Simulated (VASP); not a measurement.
# In8Sb7As: relaxation of volume and atoms at fixed shape with PBEsol

Crystal: In8Sb7As.

```
CELL_PARAMETERS angstrom
12.93631 0.00000 0.00000
0.00000 12.93631 0.00000
0.00000 0.00000 12.93631
ATOMIC_POSITIONS crystal
In 0.99909 0.00045 0.00134
In 0.99855 0.99632 0.49862
In 0.99907 0.50110 0.99975
In 0.99890 0.50024 0.49978
In 0.49786 0.99995 0.99727
In 0.49812 0.00152 0.49938
In 0.50156 0.50232 0.00010
In 0.49775 0.49834 0.49905
In 0.24937 0.25196 0.00392
In 0.25114 0.24912 0.50050
In 0.24885 0.75264 0.99760
In 0.24916 0.74697 0.49999
In 0.75073 0.25145 0.00005
In 0.74880 0.25098 0.49662
In 0.75013 0.75105 0.99759
In 0.75109 0.75152 0.50106
In 0.24904 0.00065 0.25030
In 0.25020 0.99959 0.75087
In 0.25060 0.49990 0.25202
In 0.25075 0.50260 0.74894
In 0.74825 0.00122 0.24929
In 0.75170 0.00176 0.74996
In 0.75272 0.49999 0.24928
In 0.74964 0.49896 0.74773
In 0.99703 0.25080 0.25186
In 0.00232 0.24991 0.74933
In 0.99933 0.74880 0.25051
In 0.00020 0.74862 0.74870
In 0.49841 0.25160 0.24956
In 0.49746 0.24663 0.75145
In 0.49859 0.74886 0.24905
In 0.49821 0.74857 0.74958
Sb 0.12747 0.12743 0.12614
Sb 0.12381 0.12563 0.62665
Sb 0.12238 0.62594 0.12384
Sb 0.12940 0.62711 0.62381
Sb 0.62640 0.12425 0.12351
Sb 0.62670 0.12460 0.62176
Sb 0.62598 0.62897 0.12574
Sb 0.62541 0.62510 0.62296
Sb 0.37616 0.37827 0.12674
Sb 0.37559 0.37213 0.62550
Sb 0.87367 0.37461 0.12393
Sb 0.87413 0.37659 0.62646
Sb 0.87492 0.87293 0.12642
Sb 0.87455 0.87426 0.62282
Sb 0.37481 0.12447 0.37412
Sb 0.37458 0.12389 0.87509
Sb 0.37521 0.62492 0.37286
Sb 0.37707 0.62726 0.87667
Sb 0.87390 0.12541 0.37347
Sb 0.87128 0.62548 0.37492
Sb 0.87441 0.62626 0.87592
Sb 0.12644 0.37634 0.37628
Sb 0.12457 0.37578 0.87401
Sb 0.12626 0.87501 0.37413
Sb 0.12813 0.87084 0.87167
Sb 0.62501 0.37702 0.87233
Sb 0.62234 0.87633 0.37306
Sb 0.62951 0.87597 0.87377
As 0.37679 0.87713 0.12450
As 0.37241 0.87689 0.62558
As 0.87711 0.12475 0.87242
As 0.62499 0.37329 0.37758
```

| Item | Value |
| --- | --- |
| Program | VASP 6.6.1 |
| Task | relaxation of volume and atoms at fixed shape |
| Functional | PBEsol |
| Potentials or basis | VASP PAW PBE potentials, release 64 (In_d, Sb, As) |
| Cutoff | 500 eV |
| k mesh | 1 × 1 × 1, shifted |
| Occupations | fermi-dirac, width 0.05 eV |
| Spin | no spin polarisation |
| Dipole correction | no |
| Further INCAR settings | LREAL = Auto; ALGO = Normal; EDIFF = 1e-07; ISYM = -1; IBRION = 2; EDIFFG = -0.03; NSW = 100; ISIF = 8 |

```yaml
Relaxed_volume: 33.76 Å³/atom
Relaxed_cell: a = 12.928 Å, b = 12.928 Å, c = 12.928 Å, α = 90.00°, β = 90.00°, γ = 90.00°
Space_group_after_relaxing_to_0.1_Å: Cc (No. 9)
Energy_gained_by_relaxing: 19.5 meV/atom
Ionic_steps: 12
Pressure_after_relaxing: 0.0 GPa
Largest_force_after_relaxing: 0.025 eV/Å
Band_gap_on_the_k_mesh: 0.72 eV
```

Forces in eV/Å, atoms in the order of the input:
```
In  -0.017  0.011  0.001
In  -0.010  0.004 -0.005
In   0.005  0.008 -0.002
In   0.009  0.009 -0.001
In  -0.017  0.006  0.013
In   0.010 -0.005  0.003
In  -0.018 -0.009 -0.014
In   0.012 -0.003  0.004
In   0.010  0.001 -0.008
In  -0.002  0.014 -0.006
In  -0.001 -0.012  0.003
In  -0.014  0.003  0.011
In  -0.009 -0.003  0.006
In  -0.005 -0.005 -0.007
In  -0.001 -0.012  0.005
In   0.019  0.001  0.002
In   0.004  0.002  0.002
In   0.016 -0.006 -0.016
In   0.000 -0.010 -0.009
In  -0.007 -0.014 -0.002
In   0.007 -0.009  0.010
In  -0.008 -0.015 -0.001
In   0.002  0.015  0.007
In  -0.001  0.012  0.013
In   0.020 -0.007 -0.002
In   0.005 -0.006  0.002
In  -0.004  0.014 -0.003
In  -0.009  0.001 -0.001
In  -0.004 -0.002 -0.004
In  -0.008  0.020  0.003
In   0.011  0.007 -0.007
In   0.006 -0.004  0.003
Sb   0.010 -0.007 -0.011
Sb   0.001  0.009 -0.004
Sb  -0.001  0.000  0.009
Sb  -0.002  0.001  0.008
Sb   0.002 -0.003  0.004
Sb  -0.005  0.006  0.012
Sb  -0.014 -0.004 -0.010
Sb   0.008  0.009  0.005
Sb  -0.004 -0.012 -0.004
Sb  -0.003  0.005 -0.008
Sb   0.000 -0.001 -0.002
Sb  -0.003  0.006  0.004
Sb  -0.003 -0.004 -0.002
Sb   0.002  0.004 -0.005
Sb   0.000  0.003  0.013
Sb   0.009 -0.003 -0.006
Sb  -0.006  0.010 -0.007
Sb  -0.002 -0.004 -0.006
Sb   0.001  0.001  0.001
Sb   0.010  0.002 -0.008
Sb  -0.002 -0.007  0.003
Sb  -0.002  0.002 -0.002
Sb  -0.012 -0.005 -0.001
Sb  -0.001  0.008 -0.002
Sb   0.009  0.000  0.002
Sb   0.008 -0.003  0.004
Sb   0.006 -0.003  0.008
Sb   0.000 -0.004  0.016
As  -0.005  0.002  0.002
As   0.011 -0.001 -0.002
As  -0.006 -0.010 -0.013
As  -0.003 -0.004 -0.001
```

Stress tensor (GPa, compression positive):
```
 0.01 -0.45 -0.45
-0.45  0.01 -0.45
-0.45 -0.45  0.02
```

Step by step:
```csv
step,energy change (eV),largest force (eV/Å),pressure (GPa),volume (Å³)
1,0.0000,1.1504,0.16,2164.87
2,-0.6805,0.6998,-0.17,2175.65
3,-0.9763,0.3892,-0.48,2188.75
4,-1.1400,0.3124,0.22,2152.32
5,-1.1427,0.3021,0.33,2146.87
6,-1.2156,0.0987,0.04,2160.05
7,-1.2185,0.1036,-0.03,2163.23
8,-1.2328,0.0698,-0.01,2162.13
9,-1.2393,0.0612,0.01,2160.72
10,-1.2433,0.0345,0.00,2161.22
11,-1.2441,0.0339,-0.01,2161.59
12,-1.2457,0.0247,0.01,2160.47
```

Final structure:
```cif
data_structure
_symmetry_space_group_name_H-M 'P 1'
_symmetry_Int_Tables_number 1
_cell_length_a 12.9276
_cell_length_b 12.9276
_cell_length_c 12.9276
_cell_angle_alpha 90.000
_cell_angle_beta 90.000
_cell_angle_gamma 90.000
_cell_volume 2160.47
loop_
_atom_site_label
_atom_site_type_symbol
_atom_site_fract_x
_atom_site_fract_y
_atom_site_fract_z
_atom_site_occupancy
In1 In 0.99606 0.00624 0.99309 1
In2 In 0.00024 0.00038 0.49845 1
In3 In 0.99941 0.50050 0.00081 1
In4 In 0.99983 0.50034 0.50154 1
In5 In 0.49438 0.99458 0.00514 1
In6 In 0.49399 0.99518 0.50663 1
In7 In 0.50233 0.50158 0.99929 1
In8 In 0.50529 0.49452 0.49264 1
In9 In 0.25067 0.25054 0.00094 1
In10 In 0.24932 0.24859 0.50024 1
In11 In 0.25483 0.75788 0.00531 1
In12 In 0.25778 0.75535 0.50478 1
In13 In 0.75553 0.24369 0.99318 1
In14 In 0.74331 0.25593 0.49380 1
In15 In 0.74935 0.75083 0.99925 1
In16 In 0.74774 0.75134 0.49943 1
In17 In 0.25608 0.99537 0.24298 1
In18 In 0.25511 0.99379 0.74413 1
In19 In 0.24991 0.50178 0.25107 1
In20 In 0.25163 0.50082 0.75012 1
In21 In 0.74772 0.00077 0.24965 1
In22 In 0.75568 0.00797 0.75523 1
In23 In 0.74295 0.49414 0.25454 1
In24 In 0.74853 0.50080 0.74826 1
In25 In 0.99994 0.24976 0.24999 1
In26 In 0.99490 0.24330 0.75499 1
In27 In 0.99972 0.75005 0.25008 1
In28 In 0.00131 0.75004 0.75029 1
In29 In 0.50710 0.25462 0.25529 1
In30 In 0.50026 0.24727 0.75102 1
In31 In 0.49327 0.75604 0.24367 1
In32 In 0.49492 0.75678 0.74313 1
Sb1 Sb 0.12487 0.12354 0.12379 1
Sb2 Sb 0.12478 0.12266 0.62659 1
Sb3 Sb 0.12657 0.62721 0.12410 1
Sb4 Sb 0.12778 0.62696 0.62419 1
Sb5 Sb 0.62432 0.12562 0.12273 1
Sb6 Sb 0.62559 0.12485 0.62354 1
Sb7 Sb 0.62424 0.62668 0.12708 1
Sb8 Sb 0.62151 0.62512 0.62256 1
Sb9 Sb 0.37773 0.37625 0.12691 1
Sb10 Sb 0.37743 0.37422 0.62346 1
Sb11 Sb 0.87221 0.37334 0.12476 1
Sb12 Sb 0.87339 0.37228 0.62511 1
Sb13 Sb 0.87532 0.87780 0.12309 1
Sb14 Sb 0.87461 0.87671 0.62629 1
Sb15 Sb 0.37662 0.12365 0.37428 1
Sb16 Sb 0.37356 0.12134 0.87535 1
Sb17 Sb 0.37736 0.62674 0.37481 1
Sb18 Sb 0.37576 0.62972 0.87538 1
Sb19 Sb 0.87244 0.12645 0.37480 1
Sb20 Sb 0.87243 0.62345 0.37474 1
Sb21 Sb 0.87431 0.62499 0.87412 1
Sb22 Sb 0.12471 0.37523 0.37538 1
Sb23 Sb 0.12379 0.37402 0.87424 1
Sb24 Sb 0.12906 0.87500 0.37436 1
Sb25 Sb 0.12630 0.87699 0.87470 1
Sb26 Sb 0.62639 0.37325 0.87436 1
Sb27 Sb 0.62006 0.87572 0.37443 1
Sb28 Sb 0.62382 0.87762 0.87347 1
As1 As 0.37502 0.87553 0.12424 1
As2 As 0.37466 0.87542 0.62476 1
As3 As 0.87564 0.12515 0.87487 1
As4 As 0.62465 0.37496 0.37429 1
```

Levels at points of the mesh, in eV from the valence-band top:
| k point | band 286 | band 287 | band 288 | band 289 | band 290 | band 291 |
| --- | --- | --- | --- | --- | --- | --- |
| (0.25, 0.25, 0.25) | -0.41 | -0.01 | 0.00 | 0.72 | 0.97 | 1.48 |

Wall time 39 min on 4 MPI ranks on AMD EPYC 9R45 96-Core Processor (Zen 5) (shared host), peak memory 0.7 GiB a rank.

Caveat: semilocal functionals underestimate gaps, and a narrow one can read as zero; the PAW data sets were made with another functional, which shifts forces and pressure a little; spin-orbit coupling is left out, which moves the levels of the heavy elements; a shifted mesh leaves out Γ, where band edges can lie. A k mesh can miss the band edges.
